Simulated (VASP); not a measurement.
Write the native input for VASP 6.6.1 that does the following.

| Item | Value |
| --- | --- |
| Task | relaxation of cell and atoms |
| Functional | PBE |
| Potentials or basis | VASP PAW PBE potentials, release 64 (Te) |
| Cutoff | 600 eV |
| k mesh | 13 × 13 × 7 |
| Occupations | fermi-dirac, width 0.08 eV |
| Spin | no spin polarisation |
| Target pressure | 1.6 GPa |
| Dipole correction | no |
| Further INCAR settings | ALGO = Normal; EDIFF = 1e-07; IBRION = 2; EDIFFG = -0.005; NSW = 60; ISIF = 3 |

The structure of Te lies in POSCAR:

```
Te
1.0
    3.4112829350      0.0000000000      0.0000000000
   -1.7056414675      2.9542576812      0.0000000000
    0.0000000000      0.0000000000      5.5262783547
Te
2
Direct
    0.3333333333      0.6666666667      0.2500000000
    0.6666666667      0.3333333333      0.7500000000
```

This isn't the form of Te at room conditions, which is trigonal, of chains.

One way to write it, as run:

INCAR

```
PREC     = Accurate       # precision mode
ENCUT    = 600            # plane-wave cutoff, eV
EDIFF    = 1E-7           # SCF threshold, eV
ISMEAR   = -1             # smearing method
SIGMA    = 0.08           # smearing width, eV
LREAL    = False          # projectors in reciprocal space
LASPH    = True           # aspherical terms in the spheres
NELM     = 60             # most SCF steps
ALGO     = Normal         # electronic algorithm
ISIF     = 3              # what is computed and relaxed
LWAVE    = False          # write WAVECAR
LCHARG   = False          # write CHGCAR
GGA      = PE             # functional
IBRION   = 2              # ionic algorithm
NSW      = 60             # ionic steps
EDIFFG   = -0.005         # ionic threshold
PSTRESS  = 16.0
```

KPOINTS

```
regular mesh
0
Gamma
  13 13 7
```

Potentials or basis: VASP PAW PBE potentials, release 64 (Te).

The run is started by

```console
$ cat potpaw_PBE.64/Te/POTCAR > POTCAR
$ mpirun -np 1 vasp_std > vasp.out
```

Results of the run:

The relaxed volume is 30.18 Å³/atom. The relaxed cell is a = 3.971 Å, b = 3.971 Å, c = 4.420 Å, α = 90.00°, β = 90.00°, γ = 120.00° and the space group after relaxing (to 0.1 Å) is P6_3/mmc (No. 194). The energy change on relaxing (the run minimises the enthalpy) is -227.6 meV/atom, the ionic steps are 13 and the pressure after relaxing is 1.6 GPa. The band gap on the k mesh is zero (bands 6 and 7 overlap by 2.29 eV).

Caveat: the cell is relaxed towards a set pressure, so the run minimises the enthalpy, not the energy; a cell axis changed by over 15 % at a fixed basis, so the end point is rough; spin-orbit coupling is left out, which moves the levels of the heavy elements.

Wall time 9.5 min on 1 thread of Oxide Virtual Turin-like Processor, on a shared host, peak memory 0.2 GiB.
